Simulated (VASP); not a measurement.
# CdS (F-43m) in VASP: a series of runs, part 2 of 2

VASP 6.6.1. Earlier steps stand in the parts before.

**3. Single point, PBE (volume scaled by 1.06)**

Input file INCAR:

```
PREC = Accurate
ENCUT = 520
EDIFF = 1E-7
ISMEAR = 0
SIGMA = 0.02
LREAL = False
LASPH = True
NELM = 60
ALGO = Normal
ISIF = 2
LWAVE = False
LCHARG = True
GGA = PE
LELF = True
LVHAR = True
NBANDS = 16
```

Input file KPOINTS:

```
Automatic mesh
0
Gamma
  8 8 8
```

Input file POSCAR:

```
CdS
1.0
    0.0000000000      3.0213280197      3.0213280197
    3.0213280197      0.0000000000      3.0213280197
    3.0213280197      3.0213280197      0.0000000000
Cd S
1 1
Direct
    0.0000000000      0.0000000000      0.0000000000
    0.2500000000      0.2500000000      0.2500000000
```

Potentials or basis: VASP PAW PBE potentials, release 64 (Cd, S).

On the command line:

```console
$ cat potpaw_PBE.64/Cd/POTCAR potpaw_PBE.64/S/POTCAR > POTCAR
$ mpirun -np 1 vasp_std > vasp.out
```

OUTCAR:

```text
PREC = Accurate
   ENCUT = 520
   EDIFF = 1E-7
   ISMEAR = 0
   LREAL = False
   LASPH = True
   NELM = 60
   ISIF = 2
   GGA = PE

 ion  position               nearest neighbor table
   1  0.000  0.000  0.000-   2 2.62   2 2.62   2 2.62   2 2.62
   2  0.250  0.250  0.250-   1 2.62   1 2.62   1 2.62   1 2.62

  LATTYP: Found a face centered cubic cell.
 ALAT       =     6.0426560394

  Lattice vectors:

 A1 = (   0.0000000000,   3.0213280197,   3.0213280197)
 A2 = (   3.0213280197,   0.0000000000,   3.0213280197)
 A3 = (   3.0213280197,   3.0213280197,   0.0000000000)

Analysis of symmetry for initial positions (statically):
=====================================================================
 Subroutine PRICEL returns:
 Original cell was already a primitive cell.

 Routine SETGRP: Setting up the symmetry group for a
 face centered cubic supercell.

 Subroutine GETGRP returns: Found 24 space group operations
 (whereof 24 operations were pure point group operations)
 out of a pool of 48 trial point group operations.

The static configuration has the point symmetry T_d .

Analysis of symmetry for dynamics (positions and initial velocities):
=====================================================================
 Subroutine PRICEL returns:
 Original cell was already a primitive cell.

 Routine SETGRP: Setting up the symmetry group for a
 face centered cubic supercell.

 Subroutine GETGRP returns: Found 24 space group operations
 (whereof 24 operations were pure point group operations)
 out of a pool of 48 trial point group operations.

The dynamic configuration has the point symmetry T_d .

 Subroutine INISYM returns: Found 24 space group operations
 (whereof 24 operations are pure point group operations),
 and found     1 'primitive' translations

----------------------------------------------------------------------------------------

                                     Primitive cell

  volume of cell :      55.1599

  direct lattice vectors                    reciprocal lattice vectors
     0.000000000  3.021328020  3.021328020    -0.165490141  0.165490141  0.165490141
     3.021328020  0.000000000  3.021328020     0.165490141 -0.165490141  0.165490141
     3.021328020  3.021328020  0.000000000     0.165490141  0.165490141 -0.165490141

  length of vectors
     4.272803062  4.272803062  4.272803062     0.286637332  0.286637332  0.286637332

  position of ions in fractional coordinates (direct lattice)
     0.000000000  0.000000000  0.000000000
     0.250000000  0.250000000  0.250000000

  ion indices of the primitive-cell ions
   primitive index   ion index
                 1           1
                 2           2

----------------------------------------------------------------------------------------

 KPOINTS: Automatic mesh

Automatic generation of k-mesh.
 Grid dimensions read from file:
 generate k-points for:    8    8    8

 Generating k-lattice:

  Cartesian coordinates                     Fractional coordinates (reciprocal lattice)
    -0.020686268  0.020686268  0.020686268     0.125000000  0.000000000  0.000000000
     0.020686268 -0.020686268  0.020686268     0.000000000  0.125000000  0.000000000
     0.020686268  0.020686268 -0.020686268     0.000000000  0.000000000  0.125000000

  Length of vectors
     0.035829667  0.035829667  0.035829667

  Shift w.r.t. Gamma in fractional coordinates (k-lattice)
     0.000000000  0.000000000  0.000000000

 Subroutine IBZKPT returns following result:
 ===========================================

 Found     29 irreducible k-points:

 Following reciprocal coordinates:
            Coordinates               Weight
  0.000000  0.000000  0.000000      1.000000
  0.125000  0.000000  0.000000      8.000000
  0.250000  0.000000  0.000000      8.000000
  0.375000  0.000000  0.000000      8.000000
  0.500000  0.000000  0.000000      4.000000
  0.125000  0.125000  0.000000      6.000000
[... 16 lines left out ...]
  0.500000  0.250000  0.125000     48.000000
 -0.375000  0.250000  0.125000     24.000000
 [... further k-points ...]
   k-points           NKPTS =     29   k-points in BZ     NKDIM =     29   number of bands    NBANDS=     16
   number of dos      NEDOS =    301   number of ions     NIONS =      2
   total plane-waves  NPLWV =  32768
   dimension x,y,z NGX =    32 NGY =   32 NGZ =   32
   dimension x,y,z NGXF=    64 NGYF=   64 NGZF=   64
   ions per type =               1   1
   NGX,Y,Z   is equivalent  to a cutoff of  12.45, 12.45, 12.45 a.u.
   NGXF,Y,Z  is equivalent  to a cutoff of  24.90, 24.90, 24.90 a.u.
 SYSTEM =  unknown system
   PREC   = accura    normal or accurate (medium, high low for compatibility)
   ISTART =      0    job   : 0-new  1-cont  2-samecut
   ICHARG =      2    charge: 1-file 2-atom 10-const
   ISPIN  =      1    spin polarized calculation?
   LNONCOLLINEAR =      F non collinear calculations
   LSORBIT =      F    spin-orbit coupling
   LASPH  =      T    aspherical Exc in radial PAW
   ENCUT  =  520.0 eV  38.22 Ry    6.18 a.u.   7.94  7.94  7.94*2*pi/ulx,y,z
   NELM   =     60;   NELMIN=  2; NELMDL= -5     # of ELM steps
   EDIFF  = 0.1E-06   stopping-criterion for ELM
   LREAL  =      F    real-space projection
   EDIFFG = 0.1E-05   stopping-criterion for IOM
   NSW    =      0    number of steps for IOM
   IBRION =     -1    ionic relax: 0-MD 1-quasi-New 2-CG
   NFREE  =      0    steps in history (QN), initial steepest desc. (CG)
   ISIF   =      2    stress and relaxation
   ISYM   =      2    0-nonsym 1-usesym 2-fastsym
   POTIM  = 0.5000    time-step for ionic-motion
   TEBEG  =    0.0;   TEEND  =   0.0 temperature during run
   PSTRESS=    0.0 pullay stress
   NELECT =      18.0000    total number of electrons
   NUPDOWN=      -1.0000    fix difference up-down
   EMIN   =  10.00;   EMAX   =-10.00  energy-range for DOS
   EFERMI =   0.00;   METHOD = LEGACY
   ISMEAR =     0;   SIGMA  =   0.02  broadening in eV -4-tet -1-fermi 0-gaus
   EFERMI_NEDOS =   21; number of points for ismear=-14 and -15
   IALGO  =     38    algorithm
   IMIX   =      4    mixing-type and parameters
     AMIX     =   0.40;   BMIX     =  1.00
     AMIX_MAG =   1.60;   BMIX_MAG =  1.00
  volume/ion in A,a.u.               =      27.58       186.12
  Fermi-wavevector in a.u.,A,eV,Ry     =   1.127088  2.129887 17.283850  1.270327
  Thomas-Fermi vector in A             =   2.263773
   LORBIT       =      0    0 simple, 1 ext, 2 COOP (PROOUT), +10 PAW based schemes
   GGA     = PE    functional components
   LHFCALC =     F    Hartree Fock is set to
   AEXX    =    0.0000 exact exchange contribution
   IVDW    =     0    specifies the selected vdW correction
   LEPSILON=     F    determine dielectric tensor
   LRPA    =     F    only Hartree local field effects (RPA)
 non-spin polarized calculation
 Gauss-broadening in eV      SIGMA  =   0.02
  energy-cutoff  :      520.00
  volume of cell :       55.16
 maximum number of plane-waves:      1524
   NGX = 15   NGY = 15   NGZ = 15

 number of electron      17.9999995 magnetization

 Free energy of the ion-electron system (eV)
  ---------------------------------------------------
  ext. energy  EPLUGINS =         0.00000000
  ---------------------------------------------------
  free energy    TOTEN  =        -6.12468050 eV

  energy without entropy =       -6.12468050  energy(sigma->0) =       -6.12468050

 E-fermi :   0.5692     XC(G=0):  -8.6634

 val. band max:        0.4695506001   @ k =   0.0000   0.0000   0.0000
 cond. band min:       1.3804938353   @ k =   0.0000   0.0000   0.0000
 fundamental gap:      0.9109432352
 Fermi energy:         0.5691692578

 k-point     1 :       0.0000    0.0000    0.0000
  band No.  band energies     occupation
      1     -11.3095      2.00000
      2      -6.9420      2.00000
      3      -6.9420      2.00000
      4      -6.9420      2.00000
      5      -6.5929      2.00000
      6      -6.5929      2.00000
[... 8 lines left out ...]
     15      11.7754      0.00000
     16      11.7754      0.00000

 k-point     2 :       0.1250    0.0000    0.0000
  band No.  band energies     occupation
      1     -11.2608      2.00000
      2      -6.9252      2.00000
      3      -6.9252      2.00000
      4      -6.8934      2.00000
      5      -6.5934      2.00000
      6      -6.5934      2.00000
[... 8 lines left out ...]
     15      11.2191      0.00000
     16      11.9789      0.00000
[... 387 lines left out ...]
      5      -6.5674      2.00000
      6      -6.3472      2.00000
[... 8 lines left out ...]
     15      12.8041      0.00000
     16      13.2923      0.00000

 k-point    24 :      -0.3750    0.2500    0.1250
  band No.  band energies     occupation
      1     -10.9256      2.00000
      2      -6.8182      2.00000
      3      -6.7916      2.00000
      4      -6.6082      2.00000
      5      -6.5724      2.00000
      6      -6.2129      2.00000
[... 8 lines left out ...]
     15      12.4654      0.00000
     16      13.2879      0.00000

 [... further k-points ...]
[... 5 lines left out ...]
  --------------------------------------------------------------------------------------
  -------------------------------------------------------------------------------------
  Total       -0.8583889     -0.8583889     -0.8583889     -0.0000000     -0.0000000      0.0000000
  in kB      -24.9327993    -24.9327993    -24.9327993     -0.0000000     -0.0000000      0.0000000
  external PRESSURE =     -24.9327993 kB  Pullay stress =       0.0000000 kB

 VOLUME and BASIS-vectors are now :
 -----------------------------------------------------------------------------
  energy-cutoff  :      520.00
  volume of cell :       55.16
      direct lattice vectors                 reciprocal lattice vectors
     0.000000000  3.021328020  3.021328020    -0.165490141  0.165490141  0.165490141
     3.021328020  0.000000000  3.021328020     0.165490141 -0.165490141  0.165490141
     3.021328020  3.021328020  0.000000000     0.165490141  0.165490141 -0.165490141

 POSITION                                       TOTAL-FORCE (eV/Angst)
 -----------------------------------------------------------------------------------
      0.00000      0.00000      0.00000         0.000000      0.000000      0.000000
      1.51066      1.51066      1.51066        -0.000000     -0.000000     -0.000000
 -----------------------------------------------------------------------------------
    total drift:                               -0.000000     -0.000000     -0.000000

  FREE ENERGIE OF THE ION-ELECTRON SYSTEM (eV)
  ---------------------------------------------------
  free  energy   TOTEN  =        -6.1246804993 eV

  energy  without entropy=       -6.1246804993  energy(sigma->0) =       -6.12468050
```

stdout:

```text
POSCAR found type information on POSCAR CdS
 POSCAR found :  2 types and       2 ions
 scaLAPACK will be used
 LDA part: xc-table for (Slater+PW92), standard interpolation
 POSCAR, INCAR and KPOINTS ok, starting setup
 FFT: planning ... GRIDC
 FFT: planning ... GRID_SOFT
 FFT: planning ... GRID
 WAVECAR not read
 entering main loop
```

Wall time 8.8 s (1 thread of Intel Xeon 6975P-C (Granite Rapids), shared host); peak memory 0.18 GiB.

Results:

- Free energy: -6.1247 eV
- Pressure: -2.5 GPa
- Band gap on the k mesh: 0.91 eV, direct
